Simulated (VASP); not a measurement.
Runs of VASP 6.6.1 on CaO. The structure is that of space group Fm-3m (No. 225), or close to it. The cells are those of the table. 

| task | potentials or basis | cell | k mesh | cutoff (eV) | smearing | gap on the mesh (eV) | pressure (GPa) |
| --- | --- | --- | --- | --- | --- | --- | --- |
| single point | VASP PAW PBE potentials, release 64 (Ca_sv, O_h) | a = 3.374, b = 3.374, c = 3.387 Å, angles 60.1, 60.1, 90.0°, 2 atoms | 8 × 8 × 8 | 910 | gaussian 0.01 eV | 4.17 | 1.8 |
| single point | VASP PAW PBE potentials, release 64 (Ca_sv, O_h) | a = 3.390 Å, angles 60.0, 60.0, 90.0°, 2 atoms | 12 × 12 × 12 | 910 | fermi-dirac 0.08 eV | 4.19 | (b) |
| single point | VASP PAW PBE potentials, release 64 (Ca_sv, O_h) | a = 3.357, b = 3.357, c = 3.383 Å, angles 60.3, 60.3, 90.0°, 2 atoms | 8 × 8 × 8 | 910 | gaussian 0.01 eV | 4.16 | (a) |
| relaxation of cell and atoms | VASP PAW PBE potentials, release 64 (Ca_sv, O) | relaxed from a = 3.403 Å, angles 60.0, 60.0, 90.0°, 2 atoms | 12 × 12 × 12 | 600 | fermi-dirac 0.08 eV | 4.19 | 0.0 |
| single point | VASP PAW PBE potentials, release 64 (Ca_sv, O_h) | a = 3.424, b = 3.424, c = 3.399 Å, angles 59.7, 59.7, 90.0°, 2 atoms | 8 × 8 × 8 | 910 | gaussian 0.01 eV | 4.13 | -0.7 |
| single point | VASP PAW PBE potentials, release 64 (Ca_sv, O_h) | a = 3.407, b = 3.407, c = 3.395 Å, angles 59.9, 59.9, 90.0°, 2 atoms | 8 × 8 × 8 | 910 | gaussian 0.01 eV | 4.16 | 0.1 |

Alike in all rows: level r2SCAN; no spin polarisation.

Question: Estimate the missing entries.

Answer: (a) 2.8; (b) 0.9.

Caveats: the PAW data sets were made with another functional, which shifts forces and pressure a little; the cutoff is under 1.25 times the usual one of these potentials, so pressure, stress and relaxed cells hold a basis-set (Pulay) error (at least some runs).

A k mesh can miss the band edges.
